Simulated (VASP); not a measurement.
Here is a VASP 6.6.1 calculation.

Contents of INCAR:

```
PREC = Accurate
ENCUT = 520
EDIFF = 1E-6
ISMEAR = -1
SIGMA = 0.05
LREAL = F
LASPH = T
NELM = 100
ALGO = Normal
ISIF = 2
LWAVE = F
LCHARG = F
LDIPOL = T
IDIPOL = 3
DIPOL = 0.5 0.5 0.500
GGA = CA
NBANDS = 17
```

File KPOINTS:

```
Automatic mesh
0
Gamma
  12 8 1
```

The input POSCAR:

```
Hf
1.0
    3.1190139515      0.0000000000      0.0000000000
    0.0000000000      4.9418267774      0.0000000000
    0.0000000000      0.0000000000     16.9004000000
Hf
2
Direct
    0.7500000000      0.7500000000      0.4774358356
    0.2500000000      0.2500000000      0.5225641644
```

Potentials or basis: VASP PAW LDA potentials, release 64 (Hf_pv).

Launch:

```console
$ cat potpaw_LDA.64/Hf_pv/POTCAR > POTCAR
$ mpirun -np 1 vasp_std > vasp.out
```

(1) Predict the largest force.

(2) Estimate the band gap on the k mesh.

Answers

(1) 0.018 eV/Å.

(2) zero (bands 10 and 11 overlap by 0.22 eV).

Caveat: spin-orbit coupling is left out, which moves the levels of the heavy elements.
